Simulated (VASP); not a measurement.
Here is a VASP 6.6.1 calculation.

POSCAR

```
Au
1.0
    2.8407997153      0.0000000000      0.0000000000
   -1.4203998576      2.4602047205      0.0000000000
    0.0000000000      0.0000000000      4.7803802105
Au
2
Direct
    0.6666666667      0.3333333333      0.2500000000
    0.3333333333      0.6666666667      0.7500000000
```

INCAR.step1

```
SYSTEM = Au
PREC     = Accurate       ! precision mode
ENCUT    = 520            ! plane-wave cutoff, eV
ISMEAR   = -1             ! smearing method
SIGMA    = 0.05           ! smearing width, eV
LREAL    = .FALSE.        ! projectors in reciprocal space
LASPH    = .TRUE.         ! aspherical terms in the spheres
NELM     = 80             ! most SCF steps
NBANDS   = 18             ! bands
GGA      = PE             ! functional
ALGO     = Normal         ! electronic algorithm
EDIFF    = 1E-4           ! SCF threshold, eV
LWAVE    = .TRUE.         ! write WAVECAR
LCHARG   = .FALSE.        ! write CHGCAR
```

INCAR.step2

```
SYSTEM = Au
PREC     = Accurate       ! precision mode
ENCUT    = 520            ! plane-wave cutoff, eV
EDIFF    = 1E-7           ! SCF threshold, eV
ISMEAR   = -1             ! smearing method
SIGMA    = 0.05           ! smearing width, eV
LREAL    = .FALSE.        ! projectors in reciprocal space
LASPH    = .TRUE.         ! aspherical terms in the spheres
NELM     = 80             ! most SCF steps
ALGO     = Normal         ! electronic algorithm
ISIF     = 2              ! what is computed and relaxed
LWAVE    = .FALSE.        ! write WAVECAR
LCHARG   = .FALSE.        ! write CHGCAR
METAGGA  = R2SCAN         ! meta-GGA
LMIXTAU  = .TRUE.       
NBANDS   = 18             ! bands
ISTART   = 1
```

The input KPOINTS:

```
Automatic mesh
0
G
  11 11 6
  0 0 0
```

Potentials or basis: VASP PAW PBE potentials, release 64 (Au).

Run with:

```console
$ cat potpaw_PBE.64/Au/POTCAR > POTCAR
$ cp INCAR.step1 INCAR
$ mpirun -np 1 vasp_std > vasp.out
$ cp INCAR.step2 INCAR
$ mpirun -np 1 vasp_std > vasp.out
```

Problem. Predict the band gap on the k mesh.

Solution. Zero (band 11 reaches 13.69 eV, above the bottom of band 12 at 6.74 eV).

Problem. Predict the pressure.

Solution. 9.4 GPa.

Stress tensor (GPa, compression positive):
```
9.87 0.00 0.00
0.00 9.87 0.00
0.00 0.00 8.39
```

Caveat: the PAW data sets were made with another functional, which shifts forces and pressure a little; spin-orbit coupling is left out, which moves the levels of the heavy elements.
